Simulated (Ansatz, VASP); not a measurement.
Ru in VASP and in Ansatz

INCAR

```
ALGO = Fast
EDIFF = 1E-6
ENCUT = 520
GGA = PE
ISIF = 2
ISMEAR = 0
LASPH = T
LCHARG = F
LREAL = F
LWAVE = F
NBANDS = 21
NELM = 60
PREC = Accurate
SIGMA = 0.1
```

File KPOINTS:

```
k-points
0
Gamma
  16 16 8
```

POSCAR

```
Ru
1.0
    2.7568036516     -0.0037881191      0.0000000000
   -1.3816824332      2.3962453306      0.0000000000
    0.0000000000      0.0000000000      4.3046797080
Ru
2
Direct
    0.3357779782      0.6124929470      0.2500000000
    0.6642220218      0.3875070530      0.7500000000
```

Input for Ansatz:

```yaml
crystal:
  lattice:
    - [2.7568036516, -0.0037881191, 0.0]
    - [-1.3816824332, 2.3962453306, 0.0]
    - [0.0, 0.0, 4.304679708]
  atoms:
    - { symbol: Ru, position: [0.3357779782, 0.612492947, 0.25] }
    - { symbol: Ru, position: [0.6642220218, 0.387507053, 0.75] }
basis:
  ecutwfc: 420
kpoints:
  mp_grid: { grid: [16, 16, 8] }
hamiltonian:
  xc: pbe
scf:
  occupations: { method: gaussian, width: 0.1 }
output:
  forces: true
  stress: true
  eigenvalues: true
```

Alike in both runs: task single point; functional PBE; k mesh 16 × 16 × 8; occupations gaussian, width 0.1 eV; no spin polarisation.

|  | VASP | Ansatz |
| --- | --- | --- |
| version | VASP 6.6.1 | Ansatz 0.2.0 |
| potentials or method | VASP PAW PBE potentials, release 64 (Ru_pv), cutoff 520 eV | scalar-relativistic, plane waves, PAW |
| valence electrons in the cell | 28 | 32 |

```tsv
	VASP	Ansatz	Ansatz less VASP
gap on the k mesh at the Fermi level (eV)	none	none	-
pressure (GPa)	-4.9	-4.9	+0.08
traceless stress, the component that is largest in VASP (GPa)	-7.66	-7.61	+0.051
rms of the force components (eV/Å)	1.062	1.062	+0.0001
```

Atom by atom the forces differ by 0.003 eV/Å (rms over components). A gap of «none» marks a metal or a gap that the smearing closes. VASP's potentials hold 28 valence electrons a cell and Ansatz's 32, so a difference there can come from the potentials and not from the codes.
